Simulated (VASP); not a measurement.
Here is a VASP 6.6.1 calculation.

Contents of INCAR:

```
SYSTEM = AlN
  ALGO = Normal
  EDIFF = 1E-6
  ENCUT = 520
  GGA = CA
  ISIF = 2
  ISMEAR = 0
  LASPH = .True.
  LCHARG = .True.
  LELF = .True.
  LREAL = .False.
  LVHAR = .True.
  LWAVE = .False.
  NBANDS = 26
  NELM = 60
  PREC = Accurate
  SIGMA = 0.05
```

File KPOINTS:

```
k-points
0
Gamma
  8 6 4
  0 0 0
```

POSCAR

```
AlN
1.0
   -1.6378403119      2.8368226349      0.0000000000
    0.0000000000      0.0000000000      4.1006264518
    4.9135209358      2.8368226349      0.0000000000
Al N
4 4
Direct
    0.5466389486      0.7500000000      0.2074494684
    1.0000000000      0.7500000000      0.6666666667
    0.0000000000      0.2500000000      0.3333333333
    0.5000000000      0.2500000000      0.8333333333
    0.5000000000      0.2500000000      0.1666666667
    1.0000000000      0.2500000000      0.6666666667
    0.0000000000      0.7500000000      0.3333333333
    0.5000000000      0.7500000000      0.8333333333
```

Potentials or basis: VASP PAW LDA potentials, release 64 (Al, N).

Launch:

```bash
$ cat potpaw_LDA.64/Al/POTCAR potpaw_LDA.64/N/POTCAR > POTCAR
$ mpirun -np 1 vasp_std > vasp.out
```

Task: Predict the largest force.

Result: 7.418 eV/Å.

Task: Estimate the band gap on the k mesh.

Result: 3.27 eV, direct.

Task: Estimate the pressure.

Result: 4.6 GPa.

Stress tensor (GPa, compression positive):
```
-2.75 -2.73  0.00
-2.73 15.75  0.00
 0.00  0.00  0.65
```

Caveat: the cell differs from its parent crystal (atom 1 (Al) moved by +0.124 Å along [1 0 0] and +0.248 Å along [1 2 0]); forces of over 1 eV/Å act on the atoms, so gaps and moduli don't describe the material at rest. A k mesh can miss the band edges.
